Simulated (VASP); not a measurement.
Write the native input for VASP 6.6.1 that does the following.

| Quantity | Value |
| --- | --- |
| Task | electric field gradients |
| Functional | PBE |
| Potentials or basis | VASP PAW PBE potentials, release 64 (Ti_sv, Si) |
| Cutoff | 520 eV |
| k mesh | 8 × 8 × 8 |
| Occupations | fermi-dirac, width 0.08 eV |
| Spin | no spin polarisation |
| Dipole correction | no |
| Further INCAR settings | ALGO = Normal; EDIFF = 1e-08; NBANDS = 29 |

The structure of TiSi2 lies in POSCAR:

```
TiSi2
1.0
    0.0000000000      4.1316811636      4.2756579113
    2.3944286297      0.0000000000      4.2756579113
    2.3944286297      4.1316811636      0.0000000000
Ti Si
2 4
Direct
    0.7500000000      0.7500000000      0.7500000000
    0.5000000000      0.5000000000      0.5000000000
    0.0830000000      0.4170000000      0.0830000000
    0.4170000000      0.0830000000      0.4170000000
    0.1670000000      0.8330000000      0.1670000000
    0.8330000000      0.1670000000      0.8330000000
```

The input as run:

INCAR

```
ALGO = Normal ; EDIFF = 1E-8
ENCUT = 520 ; GGA = PE
ISIF = 2 ; ISMEAR = -1
LASPH = True ; LCHARG = False
LEFG = True ; LREAL = False
LWAVE = False ; NBANDS = 29
NELM = 60 ; PREC = Accurate
SIGMA = 0.08
```

KPOINTS

```
k-points
0
Gamma
  8 8 8
```

Potentials or basis: VASP PAW PBE potentials, release 64 (Ti_sv, Si).

Command:

```sh
$ cat potpaw_PBE.64/Ti_sv/POTCAR potpaw_PBE.64/Si/POTCAR > POTCAR
$ mpirun -np 1 vasp_std > vasp.out
```

It gave:

```
Pressure                                : 0.8 GPa
Largest force                           : 0.200 eV/Å
Band gap on the k mesh                  : zero (bands 20 and 21 overlap by 1.83 eV)
Largest electric field gradient by atom : Ti +10.3; Si -34.7 V/Å²
```

Caveat: without QUAD_EFG the Cq values of the log hold for a quadrupole moment of 1 mb, not for the nuclei.

Wall time 4.3 min on 1 thread of Intel(R) Xeon(R) Platinum 8488C (Sapphire Rapids), with other jobs on the host, peak memory 0.36 GiB.
